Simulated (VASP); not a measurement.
# TiAl (P-6m2) in VASP: a series of runs

Runs on TiAl. Level: PBE. Tasks: single point.

All numbers are computed with VASP 6.6.1; they aren't measurements. Logs are shortened: lines on timing, memory, paths and dates and some standing lists are left out, and cuts for length are marked.

## (1) The cell of the first run

It takes space group P-6m2 (No. 187, hexagonal). Conventional cell: a = 3.025 Å, b = 3.025 Å, c = 4.230 Å, α = 90.00°, β = 90.00°, γ = 120.00°. Within 3.6 Å of Ti (site symmetry -6m2) lie 6 Al at 2.74 Å and 6 Ti at 3.02 Å. Within 3.6 Å of Al (site symmetry -6m2) lie 6 Ti at 2.74 Å and 6 Al at 3.02 Å.

## (2) Single point, PBE

INCAR

```
PREC = Accurate
ENCUT = 520
EDIFF = 1E-7
ISMEAR = 0
SIGMA = 0.15
LREAL = F
LASPH = T
NELM = 80
ALGO = Normal
ISIF = 2
LWAVE = F
LCHARG = F
GGA = PE
NBANDS = 14
```

KPOINTS

```
Automatic mesh
0
Gamma
  18 18 10
```

POSCAR

```
TiAl
1.0
    3.0250000000      0.0000000000      0.0000000000
   -1.5125000000      2.6197268464      0.0000000000
    0.0000000000      0.0000000000      4.2301000000
Ti Al
1 1
Direct
    0.0000000000      0.0000000000      0.0000000000
    0.3333333333      0.6666666667      0.5000000000
```

Potentials or basis: VASP PAW PBE potentials, release 64 (Ti_sv, Al).

Run with:

```sh
$ cat potpaw_PBE.64/Ti_sv/POTCAR potpaw_PBE.64/Al/POTCAR > POTCAR
$ mpirun -np 1 vasp_std > vasp.out
```

OUTCAR:

```text
PREC = Accurate
   ENCUT = 520
   EDIFF = 1E-7
   ISMEAR = 0
   LREAL = F
   LASPH = T
   NELM = 80
   ISIF = 2
   GGA = PE

 ion  position               nearest neighbor table
   1  0.000  0.000  0.000-   2 2.74   2 2.74   2 2.74   2 2.74   2 2.74   2 2.74
   2  0.333  0.667  0.500-   1 2.74   1 2.74   1 2.74   1 2.74   1 2.74   1 2.74

  LATTYP: Found a hexagonal cell.
 ALAT       =     3.0250000000
 C/A-ratio  =     1.3983801653

  Lattice vectors:

 A1 = (   3.0250000000,   0.0000000000,   0.0000000000)
 A2 = (  -1.5125000000,   2.6197268464,   0.0000000000)
 A3 = (   0.0000000000,   0.0000000000,   4.2301000000)

Analysis of symmetry for initial positions (statically):
=====================================================================
 Subroutine PRICEL returns:
 Original cell was already a primitive cell.

 Routine SETGRP: Setting up the symmetry group for a
 hexagonal supercell.

 Subroutine GETGRP returns: Found 12 space group operations
 (whereof 12 operations were pure point group operations)
 out of a pool of 24 trial point group operations.

The static configuration has the point symmetry D_3h.

Analysis of symmetry for dynamics (positions and initial velocities):
=====================================================================
 Subroutine PRICEL returns:
 Original cell was already a primitive cell.

 Routine SETGRP: Setting up the symmetry group for a
 hexagonal supercell.

 Subroutine GETGRP returns: Found 12 space group operations
 (whereof 12 operations were pure point group operations)
 out of a pool of 24 trial point group operations.

The dynamic configuration has the point symmetry D_3h.

 Subroutine INISYM returns: Found 12 space group operations
 (whereof 12 operations are pure point group operations),
 and found     1 'primitive' translations

----------------------------------------------------------------------------------------

                                     Primitive cell

  volume of cell :      33.5222

  direct lattice vectors                    reciprocal lattice vectors
     3.025000000  0.000000000  0.000000000     0.330578512  0.190859593  0.000000000
    -1.512500000  2.619726846  0.000000000     0.000000000  0.381719186  0.000000000
     0.000000000  0.000000000  4.230100000     0.000000000  0.000000000  0.236401031

  length of vectors
     3.025000000  3.025000000  4.230100000     0.381719186  0.381719186  0.236401031

  position of ions in fractional coordinates (direct lattice)
     0.000000000  0.000000000  0.000000000
     0.333333333  0.666666667  0.500000000

  ion indices of the primitive-cell ions
   primitive index   ion index
                 1           1
                 2           2

----------------------------------------------------------------------------------------

 KPOINTS: Automatic mesh

Automatic generation of k-mesh.
 Grid dimensions read from file:
 generate k-points for:   18   18   10

 Generating k-lattice:

  Cartesian coordinates                     Fractional coordinates (reciprocal lattice)
     0.018365473  0.010603311  0.000000000     0.055555556  0.000000000  0.000000000
     0.000000000  0.021206621  0.000000000     0.000000000  0.055555556  0.000000000
     0.000000000  0.000000000  0.023640103     0.000000000  0.000000000  0.100000000

  Length of vectors
     0.021206621  0.021206621  0.023640103

  Shift w.r.t. Gamma in fractional coordinates (k-lattice)
     0.000000000  0.000000000  0.000000000

 Subroutine IBZKPT returns following result:
 ===========================================

 Found    222 irreducible k-points:

 Following reciprocal coordinates:
            Coordinates               Weight
  0.000000  0.000000  0.000000      1.000000
  0.055556 -0.000000  0.000000      6.000000
  0.111111 -0.000000  0.000000      6.000000
  0.166667  0.000000  0.000000      6.000000
  0.222222  0.000000  0.000000      6.000000
  0.277778  0.000000  0.000000      6.000000
[... 16 lines left out ...]
  0.333333  0.111111  0.000000     12.000000
  0.388889  0.111111  0.000000     12.000000
 [... further k-points ...]
   k-points           NKPTS =    222   k-points in BZ     NKDIM =    222   number of bands    NBANDS=     14
   number of dos      NEDOS =    301   number of ions     NIONS =      2
   total plane-waves  NPLWV =  18432
   dimension x,y,z NGX =    24 NGY =   24 NGZ =   32
   dimension x,y,z NGXF=    48 NGYF=   48 NGZF=   64
   ions per type =               1   1
   NGX,Y,Z   is equivalent  to a cutoff of  13.19, 13.19, 12.58 a.u.
   NGXF,Y,Z  is equivalent  to a cutoff of  26.38, 26.38, 25.15 a.u.
 SYSTEM =  unknown system
   PREC   = accura    normal or accurate (medium, high low for compatibility)
   ISTART =      0    job   : 0-new  1-cont  2-samecut
   ICHARG =      2    charge: 1-file 2-atom 10-const
   ISPIN  =      1    spin polarized calculation?
   LNONCOLLINEAR =      F non collinear calculations
   LSORBIT =      F    spin-orbit coupling
   LASPH  =      T    aspherical Exc in radial PAW
   ENCUT  =  520.0 eV  38.22 Ry    6.18 a.u.   5.62  5.62  7.87*2*pi/ulx,y,z
   NELM   =     80;   NELMIN=  2; NELMDL= -5     # of ELM steps
   EDIFF  = 0.1E-06   stopping-criterion for ELM
   LREAL  =      F    real-space projection
   EDIFFG = 0.1E-05   stopping-criterion for IOM
   NSW    =      0    number of steps for IOM
   IBRION =     -1    ionic relax: 0-MD 1-quasi-New 2-CG
   NFREE  =      0    steps in history (QN), initial steepest desc. (CG)
   ISIF   =      2    stress and relaxation
   ISYM   =      2    0-nonsym 1-usesym 2-fastsym
   POTIM  = 0.5000    time-step for ionic-motion
   TEBEG  =    0.0;   TEEND  =   0.0 temperature during run
   PSTRESS=    0.0 pullay stress
   NELECT =      15.0000    total number of electrons
   NUPDOWN=      -1.0000    fix difference up-down
   EMIN   =  10.00;   EMAX   =-10.00  energy-range for DOS
   EFERMI =   0.00;   METHOD = LEGACY
   ISMEAR =     0;   SIGMA  =   0.15  broadening in eV -4-tet -1-fermi 0-gaus
   EFERMI_NEDOS =   21; number of points for ismear=-14 and -15
   IALGO  =     38    algorithm
   IMIX   =      4    mixing-type and parameters
     AMIX     =   0.40;   BMIX     =  1.00
     AMIX_MAG =   1.60;   BMIX_MAG =  1.00
  volume/ion in A,a.u.               =      16.76       113.11
  Fermi-wavevector in a.u.,A,eV,Ry     =   1.252164  2.366247 21.332777  1.567915
  Thomas-Fermi vector in A             =   2.386077
   LORBIT       =      0    0 simple, 1 ext, 2 COOP (PROOUT), +10 PAW based schemes
   GGA     = PE    functional components
   LHFCALC =     F    Hartree Fock is set to
   AEXX    =    0.0000 exact exchange contribution
   IVDW    =     0    specifies the selected vdW correction
   LEPSILON=     F    determine dielectric tensor
   LRPA    =     F    only Hartree local field effects (RPA)
 non-spin polarized calculation
 Gauss-broadening in eV      SIGMA  =   0.15
  energy-cutoff  :      520.00
  volume of cell :       33.52
 maximum number of plane-waves:       928
 NGX is ok and might be reduce to    24
   NGX = 11   NGY = 11   NGZ = 15

 number of electron      14.9999996 magnetization

 Free energy of the ion-electron system (eV)
  ---------------------------------------------------
  ext. energy  EPLUGINS =         0.00000000
  ---------------------------------------------------
  free energy    TOTEN  =       -11.92920483 eV

  energy without entropy =      -11.89746924  energy(sigma->0) =      -11.91333704

 E-fermi :   7.7136     XC(G=0): -10.9011

 val. band max:        7.7108547529   @ k =   0.3889   0.1111   0.4000
 cond. band min:       7.7149053698   @ k =   0.3889   0.2222   0.4000
 fundamental gap:      0.0040506169
 Fermi energy:         7.7136307018

 k-point     1 :       0.0000    0.0000    0.0000
  band No.  band energies     occupation
      1     -48.8923      2.00000
      2     -25.2193      2.00000
      3     -24.9213      2.00000
      4     -24.9213      2.00000
      5      -0.9181      2.00000
      6       5.9716      2.00000
      7       7.2407      1.99999
      8       8.8017      0.00000
      9       8.8017      0.00000
     10       9.9947      0.00000
     11       9.9947      0.00000
     12      13.3648      0.00000
     13      18.8709      0.00000
     14      18.8709      0.00000

 k-point     2 :       0.0556   -0.0000    0.0000
  band No.  band energies     occupation
      1     -48.8908      2.00000
      2     -25.2177      2.00000
      3     -24.9321      2.00000
      4     -24.9238      2.00000
      5      -0.8482      2.00000
      6       6.0323      2.00000
      7       7.1995      2.00000
      8       8.7306      0.00000
      9       8.8535      0.00000
     10       9.9756      0.00000
     11      10.0756      0.00000
     12      13.3656      0.00000
     13      17.9237      0.00000
     14      18.2974      0.00000

 k-point     3 :       0.1111   -0.0000    0.0000
  band No.  band energies     occupation
      1     -48.8865      2.00000
      2     -25.2128      2.00000
      3     -24.9633      2.00000
      4     -24.9310      2.00000
      5      -0.6399      2.00000
      6       6.2053      2.00000
      7       7.0916      2.00000
      8       8.5320      0.00000
      9       9.0061      0.00000
     10       9.9212      0.00000
     11      10.3011      0.00000
     12      13.3594      0.00000
     13      16.4227      0.00000
     14      17.4764      0.00000
[... 324 lines left out ...]
 k-point    23 :       0.3333    0.1111    0.0000
  band No.  band energies     occupation
      1     -48.8462      2.00000
      2     -25.2245      2.00000
      3     -25.1681      2.00000
      4     -25.0175      2.00000
      5       2.4578      2.00000
      6       6.1320      2.00000
      7       6.5714      2.00000
      8       7.1313      2.00000
      9       9.1227      0.00000
     10      10.4414      0.00000
     11      11.7121      0.00000
     12      12.7469      0.00000
     13      13.0380      0.00000
     14      14.2810      0.00000

 k-point    24 :       0.3889    0.1111    0.0000
  band No.  band energies     occupation
      1     -48.8421      2.00000
      2     -25.2503      2.00000
      3     -25.1635      2.00000
      4     -25.0266      2.00000
      5       3.3109      2.00000
      6       5.3323      2.00000
      7       6.5488      2.00000
      8       6.9907      2.00000
      9       9.0323      0.00000
     10      10.6818      0.00000
     11      11.7294      0.00000
     12      12.8284      0.00000
     13      13.1090      0.00000
     14      14.4836      0.00000

 [... further k-points ...]
[... 5 lines left out ...]
  --------------------------------------------------------------------------------------
  -------------------------------------------------------------------------------------
  Total       -0.6392991     -0.6392991      2.8181336      0.0000000      0.0000000     -0.0000000
  in kB      -30.5550277    -30.5550277    134.6914840      0.0000000      0.0000000     -0.0000000
  external PRESSURE =      24.5271428 kB  Pullay stress =       0.0000000 kB

 VOLUME and BASIS-vectors are now :
 -----------------------------------------------------------------------------
  energy-cutoff  :      520.00
  volume of cell :       33.52
      direct lattice vectors                 reciprocal lattice vectors
     3.025000000  0.000000000  0.000000000     0.330578512  0.190859593  0.000000000
    -1.512500000  2.619726846  0.000000000     0.000000000  0.381719186  0.000000000
     0.000000000  0.000000000  4.230100000     0.000000000  0.000000000  0.236401031

 POSITION                                       TOTAL-FORCE (eV/Angst)
 -----------------------------------------------------------------------------------
      0.00000      0.00000      0.00000         0.000000      0.000000      0.000000
     -0.00000      1.74648      2.11505         0.000000      0.000000      0.000000
 -----------------------------------------------------------------------------------
    total drift:                                0.000000     -0.000000      0.000000

  FREE ENERGIE OF THE ION-ELECTRON SYSTEM (eV)
  ---------------------------------------------------
  free  energy   TOTEN  =       -11.9292048288 eV

  energy  without entropy=      -11.8974692412  energy(sigma->0) =      -11.91333704
```

Wall time 57 s (1 thread of Intel Xeon Platinum 8259CL at 2.50GHz (Skylake/Cascade Lake), shared host); peak memory 0.23 GiB.

Results:

- Free energy: -11.9292 eV
- Pressure: 2.5 GPa

Levels at points of the mesh, in eV from the Fermi level:
```csv
k point,band 6,band 7,band 8,band 9,band 10,band 11
"(0.00, 0.00, 0.00)",-1.74,-0.47,1.09,1.09,2.28,2.28
"(0.50, 0.00, 0.00)",-3.14,-1.29,-0.79,1.69,3.38,4.16
"(0.00, 0.00, 0.50)",-4.96,0.39,1.14,1.14,2.06,2.06
"(0.50, 0.00, 0.50)",-2.17,-1.79,0.31,1.23,1.25,3.39
```

(Continued in part 2 of 2.)
